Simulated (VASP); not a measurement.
Wanted: the native input for a VASP 6.6.1 run.

```
Task                   : single point
Functional             : PBE
Potentials or basis    : VASP PAW PBE potentials, release 64 (Al, B, As)
Cutoff                 : 520 eV
k mesh                 : 6 × 6 × 6
Occupations            : gaussian, width 0.1 eV
Spin                   : no spin polarisation
Dipole correction      : no
Further INCAR settings : ALGO = Normal; EDIFF = 1e-06; NBANDS = 18
```

The structure of Al2BAs2 lies in POSCAR:

```
Al2BAs2
1.0
   -2.6008912289      2.6008912289      3.4228684659
    2.6008912289     -2.6008912289      3.4228684659
    2.6008912289      2.6008912289     -3.4228684659
Al B As
2 1 2
Direct
    0.8067268336      0.8067268336      0.0000000000
    0.1932731664      0.1932731664      0.0000000000
    0.5000000000      0.5000000000      0.0000000000
    0.7500000000      0.2500000000      0.5000000000
    0.2500000000      0.7500000000      0.5000000000
```

The cell was built from a structure type or drawn by symmetry, and may not be a known phase.

These files were run (other wordings do the same):

INCAR

```
  ALGO = Normal
  EDIFF = 1E-6
  ENCUT = 520
  GGA = PE
  ISIF = 2
  ISMEAR = 0
  LASPH = T
  LCHARG = F
  LREAL = F
  LWAVE = F
  NBANDS = 18
  NELM = 80
  PREC = Accurate
  SIGMA = 0.1
```

KPOINTS

```
k-points
0
Gamma
  6 6 6
```

Potentials or basis: VASP PAW PBE potentials, release 64 (Al, B, As).

Run with:

```sh
$ cat potpaw_PBE.64/Al/POTCAR potpaw_PBE.64/B/POTCAR potpaw_PBE.64/As/POTCAR > POTCAR
$ mpirun -np 1 vasp_std > vasp.out
```

Results of the run:

```json
{"Pressure": "0.0 GPa", "Largest force": "0.010 eV/Å", "Band gap on the k mesh": "zero (an odd number of electrons rules out a gap without spin polarisation)"}
```

Wall time 100 s on 1 thread of Intel Xeon 8259CL, on a shared host, peak memory 0.26 GiB.
